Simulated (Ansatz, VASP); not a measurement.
One calculation of TiO, two programs

```
Ti O
1.0
     4.95844    0.00000    0.00000
    -2.47922    4.29413    0.00000
     0.00000    0.00000    2.83597
Ti O
3 3
Direct
  0.66667 0.33333 0.50000
  0.33333 0.66667 0.50000
  0.00000 0.00000 0.00000
  0.60529 0.60529 0.00000
  0.39471 0.00000 0.00000
  0.00000 0.39471 0.00000
```

Alike in both runs: functional PBEsol; k mesh 12 × 12 × 12; occupations gaussian, width 0.1 eV; no spin polarisation.

Ansatz relaxed the structure, and its values are those at the end. VASP's run is a single point on that final structure, the one shown.

|  | VASP | Ansatz |
| --- | --- | --- |
| version | VASP 6.6.1 | Ansatz 0.2.0 |
| potentials or method | VASP PAW PBE potentials, release 64 (Ti_sv, O), cutoff 520 eV | scalar-relativistic, plane waves, PAW |
| valence electrons in the cell | 54 | 54 |

|  | VASP | Ansatz | Ansatz less VASP |
| --- | --- | --- | --- |
| gap on the k mesh at the Fermi level (eV) | none | none | - |
| pressure (GPa) | 0.8 | 0.0 | -0.79 |
| rms of the force components (eV/Å) | 0.005 | 0.000 | -0.0046 |

VASP's potentials were made for PBE, not for PBEsol. A gap of «none» marks a metal or a gap that the smearing closes. The functional is the same, so the differences come from potentials, cutoffs and numerics.
